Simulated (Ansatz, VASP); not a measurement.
Two plane-wave programs on HgTe

The input POSCAR:

```
HgTe
1.0
    0.0000000000      3.1800000000      3.1800000000
    3.1800000000      0.0000000000      3.1800000000
    3.1800000000      3.1800000000      0.0000000000
Hg Te
1 1
Direct
    0.0000000000      0.0000000000      0.0000000000
    0.5000000000      0.5000000000      0.5000000000
```

The input INCAR.step1:

```
ALGO = Normal
EDIFF = 1E-5
ENCUT = 520
GGA = PE
ISIF = 2
ISMEAR = -1
LASPH = T
LCHARG = F
LREAL = F
LWAVE = T
NBANDS = 16
NELM = 60
PREC = Accurate
SIGMA = 0.05
```

INCAR.step2

```
AEXX = 0.5
ALGO = Normal
EDIFF = 1E-6
ENCUT = 520
ISIF = 2
ISMEAR = -1
ISTART = 1
LASPH = T
LCHARG = F
LHFCALC = T
LMIXTAU = T
LREAL = F
LWAVE = F
METAGGA = R2SCAN
NBANDS = 16
NELM = 60
PREC = Accurate
PRECFOCK = Normal
SIGMA = 0.05
```

The input KPOINTS:

```
k-points
0
Gamma
  4 4 4
```

Contents of input:

```
crystal:
  lattice:
    - [0.0, 3.18, 3.18]
    - [3.18, 0.0, 3.18]
    - [3.18, 3.18, 0.0]
  atoms:
    - { symbol: Hg, position: [0.0, 0.0, 0.0] }
    - { symbol: Te, position: [0.5, 0.5, 0.5] }
hamiltonian:
  xc: r2scan50
  pseudopotentials: { kind: paw }
kpoints:
  mp_grid: { grid: [4, 4, 4] }
scf:
  occupations: { method: fermi_dirac, width: 0.05 }
output:
  forces: true
  stress: true
  eigenvalues: true
```

Alike in both runs: task single point; functional r2SCAN50; k mesh 4 × 4 × 4; occupations fermi-dirac, width 0.05 eV; no spin polarisation.

|  | VASP | Ansatz |
| --- | --- | --- |
| version | VASP 6.6.1 | Ansatz 0.2.0 |
| potentials or method | VASP PAW PBE potentials, release 64 (Hg, Te) | Ansatz PAW |
| plane-wave cutoff (eV) | 520 | 500 |
| valence electrons in the cell | 18 | 36 |

```csv
,VASP,Ansatz,Ansatz less VASP
gap on the k mesh at the Fermi level (eV),none,none,-
pressure (GPa),-6.6,-6.1,+0.57
```

VASP's potentials were made for PBE, not for r2SCAN50. A gap of «none» marks a metal or a gap that the smearing closes. With one functional, cell and mesh, what is left measures potentials, basis and numerics. VASP's potentials hold 18 valence electrons a cell and Ansatz's 36, so a difference there can come from the potentials and not from the codes.

The k mesh is coarse, so the values compare programs but aren't converged. Spin-orbit coupling is off throughout.
